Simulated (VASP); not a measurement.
# RbBr (Pmm2) in VASP: notebook

The runs below take RbBr through single point, with PBE.

Everything below comes from runs of VASP 6.6.1. Logs are shortened: lines on timing, memory, paths and dates and some standing lists are left out, and cuts for length are marked.

**1. The cell of the first run**

The structure is orthorhombic, space group Pmm2 (No. 25). The conventional cell has a = 4.193 Å, b = 4.305 Å, c = 4.305 Å, α = 90.00°, β = 90.00°, γ = 90.00°. Within 4.6 Å of Rb (site symmetry mm2) lie 8 Br at 3.47 to 3.95 Å and 6 Rb at 4.19 to 4.30 Å. Br (site symmetry mm2) has 8 Rb at 3.47 to 3.95 Å and 6 Br at 4.19 to 4.30 Å within 4.6 Å.

**2. Single point, PBE (atoms displaced along a vibrational mode, the cell strained)**

File INCAR:

```
PREC = Accurate
ENCUT = 520
EDIFF = 1E-6
ISMEAR = 0
SIGMA = 0.05
LREAL = False
LASPH = True
NELM = 60
ALGO = Normal
ISIF = 2
LWAVE = False
LCHARG = False
GGA = PE
NBANDS = 15
```

File KPOINTS:

```
regular mesh
0
Gamma
  6 6 6
```

File POSCAR:

```
RbBr
1.0
    4.3048525893      0.0000000000      0.0000000000
    0.0000000000      4.3048525893      0.0000000000
    0.0000000000      0.0000000000      4.1929021031
Rb Br
1 1
Direct
   -0.0462890878      0.0000000000      0.0000000000
    0.5495122459      0.5000000000      0.5000000000
```

Potentials or basis: VASP PAW PBE potentials, release 64 (Rb_sv, Br).

Started as:

```bash
cat potpaw_PBE.64/Rb_sv/POTCAR potpaw_PBE.64/Br/POTCAR > POTCAR
mpirun -np 1 vasp_std > vasp.out
```

OUTCAR:

```text
PREC = Accurate
   ENCUT = 520
   EDIFF = 1E-6
   ISMEAR = 0
   LREAL = False
   LASPH = True
   NELM = 60
   ISIF = 2
   GGA = PE

 ion  position               nearest neighbor table
   1  0.954  0.000  0.000-   2 3.47   2 3.47   2 3.47   2 3.47   2 3.95   2 3.95   2 3.95   2 3.95

   2  0.550  0.500  0.500-   1 3.47   1 3.47   1 3.47   1 3.47   1 3.95   1 3.95   1 3.95   1 3.95

  LATTYP: Found a simple tetragonal cell.
 ALAT       =     4.3048525893
 C/A-ratio  =     0.9739943508

  Lattice vectors:

 A1 = (   4.3048525893,   0.0000000000,   0.0000000000)
 A2 = (   0.0000000000,   4.3048525893,   0.0000000000)
 A3 = (   0.0000000000,   0.0000000000,   4.1929021031)

Analysis of symmetry for initial positions (statically):
=====================================================================
 Subroutine PRICEL returns:
 Original cell was already a primitive cell.

 Routine SETGRP: Setting up the symmetry group for a
 simple tetragonal supercell.

 Subroutine GETGRP returns: Found  4 space group operations
 (whereof  4 operations were pure point group operations)
 out of a pool of 16 trial point group operations.

The static configuration has the point symmetry C_2v.

Analysis of symmetry for dynamics (positions and initial velocities):
=====================================================================
 Subroutine PRICEL returns:
 Original cell was already a primitive cell.

 Routine SETGRP: Setting up the symmetry group for a
 simple tetragonal supercell.

 Subroutine GETGRP returns: Found  4 space group operations
 (whereof  4 operations were pure point group operations)
 out of a pool of 16 trial point group operations.

The dynamic configuration has the point symmetry C_2v.

 Subroutine INISYM returns: Found  4 space group operations
 (whereof  4 operations are pure point group operations),
 and found     1 'primitive' translations

----------------------------------------------------------------------------------------

                                     Primitive cell

  volume of cell :      77.7018

  direct lattice vectors                    reciprocal lattice vectors
     4.304852589  0.000000000  0.000000000     0.232295991  0.000000000  0.000000000
     0.000000000  4.304852589  0.000000000     0.000000000  0.232295991  0.000000000
     0.000000000  0.000000000  4.192902103     0.000000000  0.000000000  0.238498294

  length of vectors
     4.304852589  4.304852589  4.192902103     0.232295991  0.232295991  0.238498294

  position of ions in fractional coordinates (direct lattice)
     0.953710912  0.000000000  0.000000000
     0.549512246  0.500000000  0.500000000

  ion indices of the primitive-cell ions
   primitive index   ion index
                 1           1
                 2           2

----------------------------------------------------------------------------------------

 KPOINTS: regular mesh

Automatic generation of k-mesh.
 Grid dimensions read from file:
 generate k-points for:    6    6    6

 Generating k-lattice:

  Cartesian coordinates                     Fractional coordinates (reciprocal lattice)
     0.038715999  0.000000000  0.000000000     0.166666667  0.000000000  0.000000000
     0.000000000  0.038715999  0.000000000     0.000000000  0.166666667  0.000000000
     0.000000000  0.000000000  0.039749716     0.000000000  0.000000000  0.166666667

  Length of vectors
     0.038715999  0.038715999  0.039749716

  Shift w.r.t. Gamma in fractional coordinates (k-lattice)
     0.000000000  0.000000000  0.000000000

 Subroutine IBZKPT returns following result:
 ===========================================

 Found     64 irreducible k-points:

 Following reciprocal coordinates:
            Coordinates               Weight
  0.000000  0.000000  0.000000      1.000000
  0.166667  0.000000  0.000000      2.000000
  0.000000  0.166667  0.000000      2.000000
  0.333333  0.000000  0.000000      2.000000
  0.000000  0.333333  0.000000      2.000000
  0.500000  0.000000  0.000000      1.000000
[... 16 lines left out ...]
  0.000000  0.500000  0.166667      2.000000
  0.166667  0.166667  0.166667      8.000000
 [... further k-points ...]
   k-points           NKPTS =     64   k-points in BZ     NKDIM =     64   number of bands    NBANDS=     15
   number of dos      NEDOS =    301   number of ions     NIONS =      2
   total plane-waves  NPLWV =  32768
   dimension x,y,z NGX =    32 NGY =   32 NGZ =   32
   dimension x,y,z NGXF=    64 NGYF=   64 NGZF=   64
   ions per type =               1   1
   NGX,Y,Z   is equivalent  to a cutoff of  12.36, 12.36, 12.69 a.u.
   NGXF,Y,Z  is equivalent  to a cutoff of  24.72, 24.72, 25.38 a.u.
 SYSTEM =  unknown system
   PREC   = accura    normal or accurate (medium, high low for compatibility)
   ISTART =      0    job   : 0-new  1-cont  2-samecut
   ICHARG =      2    charge: 1-file 2-atom 10-const
   ISPIN  =      1    spin polarized calculation?
   LNONCOLLINEAR =      F non collinear calculations
   LSORBIT =      F    spin-orbit coupling
   LASPH  =      T    aspherical Exc in radial PAW
   ENCUT  =  520.0 eV  38.22 Ry    6.18 a.u.   8.00  8.00  7.80*2*pi/ulx,y,z
   NELM   =     60;   NELMIN=  2; NELMDL= -5     # of ELM steps
   EDIFF  = 0.1E-05   stopping-criterion for ELM
   LREAL  =      F    real-space projection
[... 7 lines left out ...]
   TEBEG  =    0.0;   TEEND  =   0.0 temperature during run
   PSTRESS=    0.0 pullay stress
   NELECT =      16.0000    total number of electrons
   NUPDOWN=      -1.0000    fix difference up-down
   EMIN   =  10.00;   EMAX   =-10.00  energy-range for DOS
   EFERMI =   0.00;   METHOD = LEGACY
   ISMEAR =     0;   SIGMA  =   0.05  broadening in eV -4-tet -1-fermi 0-gaus
   EFERMI_NEDOS =   21; number of points for ismear=-14 and -15
   IALGO  =     38    algorithm
   IMIX   =      4    mixing-type and parameters
     AMIX     =   0.40;   BMIX     =  1.00
     AMIX_MAG =   1.60;   BMIX_MAG =  1.00
  volume/ion in A,a.u.               =      38.85       262.18
  Fermi-wavevector in a.u.,A,eV,Ry     =   0.966728  1.826851 12.715508  0.934563
  Thomas-Fermi vector in A             =   2.096554
   LORBIT       =      0    0 simple, 1 ext, 2 COOP (PROOUT), +10 PAW based schemes
   GGA     = PE    functional components
   LHFCALC =     F    Hartree Fock is set to
   AEXX    =    0.0000 exact exchange contribution
   IVDW    =     0    specifies the selected vdW correction
   LEPSILON=     F    determine dielectric tensor
   LRPA    =     F    only Hartree local field effects (RPA)
 non-spin polarized calculation
 Gauss-broadening in eV      SIGMA  =   0.05
  energy-cutoff  :      520.00
  volume of cell :       77.70
 maximum number of plane-waves:      2124
   NGX = 17   NGY = 17   NGZ = 15

 number of electron      15.9999999 magnetization

 Free energy of the ion-electron system (eV)
  ---------------------------------------------------
  ext. energy  EPLUGINS =         0.00000000
  ---------------------------------------------------
  free energy    TOTEN  =        -5.95984183 eV

  energy without entropy =       -5.95984183  energy(sigma->0) =       -5.95984183

 E-fermi :  -0.9080     XC(G=0):  -7.4818

 val. band max:       -1.1230812365   @ k =   0.5000   0.5000   0.0000
 cond. band min:       2.6623226464   @ k =   0.0000   0.0000   0.0000
 fundamental gap:      3.7854038829
 Fermi energy:        -0.9079612457

 k-point     1 :       0.0000    0.0000    0.0000
  band No.  band energies     occupation
      1     -26.3335      2.00000
      2     -13.6144      2.00000
      3     -10.3406      2.00000
      4     -10.3395      2.00000
      5     -10.3271      2.00000
      6      -1.3595      2.00000
      7      -1.3348      2.00000
      8      -1.2153      2.00000
      9       2.6623      0.00000
     10       4.5363      0.00000
     11       4.8231      0.00000
     12       8.5084      0.00000
     13       8.5434      0.00000
     14       8.7388      0.00000
     15      10.1940      0.00000

 k-point     2 :       0.1667    0.0000    0.0000
  band No.  band energies     occupation
      1     -26.3306      2.00000
      2     -13.6106      2.00000
      3     -10.3692      2.00000
      4     -10.3331      2.00000
      5     -10.3202      2.00000
      6      -1.7370      2.00000
      7      -1.3442      2.00000
      8      -1.2209      2.00000
      9       3.2348      0.00000
     10       4.7174      0.00000
     11       5.2857      0.00000
     12       8.3796      0.00000
     13       8.5551      0.00000
     14       8.6263      0.00000
     15      10.0521      0.00000

 k-point     3 :       0.0000    0.1667    0.0000
  band No.  band energies     occupation
      1     -26.3305      2.00000
      2     -13.6145      2.00000
      3     -10.3717      2.00000
      4     -10.3252      2.00000
      5     -10.3192      2.00000
      6      -1.7295      2.00000
      7      -1.3457      2.00000
      8      -1.2314      2.00000
      9       3.2437      0.00000
     10       4.8816      0.00000
     11       5.0389      0.00000
     12       8.3848      0.00000
     13       8.3863      0.00000
     14       8.8877      0.00000
     15       9.4358      0.00000
[... 343 lines left out ...]
 k-point    23 :       0.0000    0.5000    0.1667
  band No.  band energies     occupation
      1     -26.3175      2.00000
      2     -13.5800      2.00000
      3     -10.4409      2.00000
      4     -10.3748      2.00000
      5     -10.3208      2.00000
      6      -2.4565      2.00000
      7      -1.5224      2.00000
      8      -1.2723      2.00000
      9       5.2113      0.00000
     10       5.3885      0.00000
     11       6.2704      0.00000
     12       7.5744      0.00000
     13       8.1403      0.00000
     14       8.2109      0.00000
     15       9.3643      0.00000

 k-point    24 :       0.1667    0.1667    0.1667
  band No.  band energies     occupation
      1     -26.3236      2.00000
      2     -13.5879      2.00000
      3     -10.3924      2.00000
      4     -10.3859      2.00000
      5     -10.3185      2.00000
      6      -1.7742      2.00000
      7      -1.5673      2.00000
      8      -1.5176      2.00000
      9       4.1043      0.00000
     10       5.4890      0.00000
     11       5.5928      0.00000
     12       7.5616      0.00000
     13       7.7786      0.00000
     14       8.4047      0.00000
     15      10.2781      0.00000

 [... further k-points ...]

------------------------ aborting loop because EDIFF is reached ----------------------------------------

  FORCE on cell =-STRESS in cart. coord.  units (eV):
  Direction    XX          YY          ZZ          XY          YZ          ZX
  --------------------------------------------------------------------------------------
  -------------------------------------------------------------------------------------
  Total       -0.1501025     -0.1064244      0.2193842      0.0000000      0.0000000      0.0000000
  in kB       -3.0950478     -2.1944241      4.5236038      0.0000000      0.0000000      0.0000000
  external PRESSURE =      -0.2552894 kB  Pullay stress =       0.0000000 kB

 VOLUME and BASIS-vectors are now :
 -----------------------------------------------------------------------------
  energy-cutoff  :      520.00
  volume of cell :       77.70
      direct lattice vectors                 reciprocal lattice vectors
     4.304852589  0.000000000  0.000000000     0.232295991  0.000000000  0.000000000
     0.000000000  4.304852589  0.000000000     0.000000000  0.232295991  0.000000000
     0.000000000  0.000000000  4.192902103     0.000000000  0.000000000  0.238498294

 POSITION                                       TOTAL-FORCE (eV/Angst)
 -----------------------------------------------------------------------------------
      4.10558      0.00000      0.00000         0.180149      0.000000      0.000000
      2.36557      2.15243      2.09645        -0.180149      0.000000      0.000000
 -----------------------------------------------------------------------------------
    total drift:                                0.000268     -0.000000      0.000001

  FREE ENERGIE OF THE ION-ELECTRON SYSTEM (eV)
  ---------------------------------------------------
  free  energy   TOTEN  =        -5.9598418286 eV

  energy  without entropy=       -5.9598418286  energy(sigma->0) =       -5.95984183
```

Run time: 16 s. Hardware: 1 thread of Intel Xeon 6975P-C (Granite Rapids), shared host; peak memory 0.22 GiB.

Results:

| Item | Value |
| --- | --- |
| Free energy | -5.9598 eV |
| Pressure | 0.0 GPa |
| Largest force | 0.180 eV/Å |
| Band gap on the k mesh | 3.79 eV (least direct gap 3.88 eV) |

Forces on the atoms (eV/Å):
```
Rb   0.180  0.000  0.000
Br  -0.180  0.000  0.000
```

Caveat: the cell differs from its parent crystal (atoms displaced along a vibrational mode, the cell strained).

**3. Single point, PBE (atoms displaced along a vibrational mode, the cell strained)**

File INCAR:

```
SYSTEM = RbBr
PREC     = Accurate       ! precision mode
ENCUT    = 520            ! plane-wave cutoff, eV
EDIFF    = 1E-6           ! SCF threshold, eV
ISMEAR   = 0              ! smearing method
SIGMA    = 0.05           ! smearing width, eV
LREAL    = .False.        ! projectors in reciprocal space
LASPH    = .True.         ! aspherical terms in the spheres
NELM     = 80             ! most SCF steps
ALGO     = Normal         ! electronic algorithm
ISIF     = 2              ! what is computed and relaxed
LWAVE    = .False.        ! write WAVECAR
LCHARG   = .False.        ! write CHGCAR
GGA      = PE             ! functional
NBANDS   = 15             ! bands
```

File KPOINTS:

```
Automatic mesh
0
Gamma
  6 6 6
  0 0 0
```

File POSCAR:

```
RbBr
1.0
    4.3048525893      0.0000000000      0.0000000000
    0.0000000000      4.3048525893      0.0000000000
    0.0000000000      0.0000000000      4.1929021031
Rb Br
1 1
Direct
   -0.0925781756      0.0000000000      0.0000000000
    0.5990244918      0.5000000000      0.5000000000
```

Potentials or basis: VASP PAW PBE potentials, release 64 (Rb_sv, Br).

Started as:

```bash
cat potpaw_PBE.64/Rb_sv/POTCAR potpaw_PBE.64/Br/POTCAR > POTCAR
mpirun -np 1 vasp_std > vasp.out
```

Wall time 16 s (1 thread of Intel Xeon 6975P-C (Granite Rapids), shared host); peak memory 0.22 GiB.

Results (log left out):

* Free energy: -5.8377 eV
* Pressure: 1.6 GPa
* Largest force: 0.419 eV/Å
* Band gap on the k mesh: 3.88 eV (least direct gap 3.97 eV)

Forces on the atoms (eV/Å):
```
Rb   0.419  0.000  0.000
Br  -0.419  0.000  0.000
```

Stress tensor (GPa, compression positive):
```
0.77 0.00 0.00
0.00 1.71 0.00
0.00 0.00 2.28
```

Levels at points of the mesh, in eV from the valence-band top:
| k point | band 4 | band 5 | band 6 | band 7 | band 8 | band 9 | band 10 | band 11 | band 12 | band 13 |
| --- | --- | --- | --- | --- | --- | --- | --- | --- | --- | --- |
| (0.00, 0.00, 0.00) | -9.02 | -9.01 | -0.27 | -0.20 | -0.08 | 3.88 | 5.63 | 6.83 | 9.45 | 10.09 |
| (0.50, 0.00, 0.00) | -9.00 | -8.98 | -1.35 | -0.21 | -0.08 | 6.41 | 6.88 | 7.43 | 8.91 | 9.09 |
| (0.00, 0.50, 0.00) | -9.01 | -8.97 | -1.42 | -0.27 | -0.05 | 6.20 | 6.39 | 7.37 | 7.97 | 9.99 |
| (0.50, 0.50, 0.00) | -9.07 | -8.95 | -1.01 | -0.87 | -0.13 | 5.51 | 6.42 | 8.25 | 8.67 | 9.62 |
| (0.00, 0.00, 0.50) | -9.05 | -8.97 | -1.43 | -0.39 | -0.03 | 6.26 | 6.44 | 7.60 | 7.86 | 9.83 |
| (0.50, 0.00, 0.50) | -9.12 | -8.95 | -1.04 | -0.84 | -0.24 | 5.59 | 6.26 | 8.06 | 8.41 | 9.87 |
| (0.00, 0.50, 0.50) | -9.26 | -9.01 | -0.87 | -0.82 | -0.04 | 5.58 | 6.92 | 8.03 | 8.13 | 10.75 |
| (0.50, 0.50, 0.50) | -9.22 | -9.21 | -0.99 | -0.97 | -0.93 | 6.93 | 6.97 | 8.29 | 9.53 | 10.73 |

Caveat: the cell differs from its parent crystal (atoms displaced along a vibrational mode, the cell strained). A k mesh can miss the band edges.
